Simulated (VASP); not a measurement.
# Mg: single point with r2SCAN+rVV10

Crystal: Mg.

```xyz
1
Lattice="-0.0371 2.2384 2.2852 2.2087 -0.0025 2.2506 2.2185 2.2136 -0.0123" Properties=species:S:1:pos:R:3 pbc="T T T"
Mg    0.0000    0.0000    0.0000
```

This cell differs from its parent crystal: the cell strained at random.

```json
{
  "Program": "VASP 6.6.1",
  "Task": "single point",
  "Functional": "r2SCAN",
  "Dispersion": "rVV10",
  "Potentials or basis": "VASP PAW PBE potentials, release 64 (Mg)",
  "Cutoff": "520 eV",
  "k mesh": "8 × 8 × 8",
  "Occupations": "methfessel-paxton, width 0.05 eV",
  "Spin": "no spin polarisation",
  "Dipole correction": "no",
  "Further INCAR settings": "ALGO = Normal; EDIFF = 1e-06; NBANDS = 7"
}
```

```json
{"Pressure": "-0.2 GPa", "Band gap on the k mesh": "zero (band 1 reaches 4.22 eV, above the bottom of band 2 at 1.26 eV)"}
```

Stress tensor (GPa, compression positive):
```
 0.16  0.20 -0.61
 0.20  0.21 -0.59
-0.61 -0.59 -1.05
```

Levels at points of the mesh, in eV from the Fermi level:
```
           k point  band 1  band 2  band 3  band 4  band 5  band 6
(0.00, 0.00, 0.00)   -7.23   13.08   13.65   13.80   15.20   15.89
(0.50, 0.00, 0.00)   -1.86   -1.23   12.35   12.73   13.50   13.96
(0.00, 0.50, 0.00)   -1.68   -0.94   11.81   12.64   12.84   13.63
(0.50, 0.50, 0.00)   -0.25    0.92    6.84    7.79    8.18   11.35
(0.00, 0.00, 0.50)   -1.73   -1.01   12.13   12.50   13.26   13.57
(0.50, 0.00, 0.50)    0.04    1.24    6.59    7.32    7.98   11.08
(0.00, 0.50, 0.50)    0.01    1.21    6.63    7.53    7.85   11.09
(0.50, 0.50, 0.50)   -1.66   -0.91   11.95   12.45   13.04   13.43
```

Run time: 92 s on 1 thread of AMD EPYC 9R45 (Zen 5), on a shared host, peak memory 0.21 GiB.

Caveat: the cell differs from its parent crystal (the cell strained at random); the PAW data sets were made with another functional, which shifts forces and pressure a little.
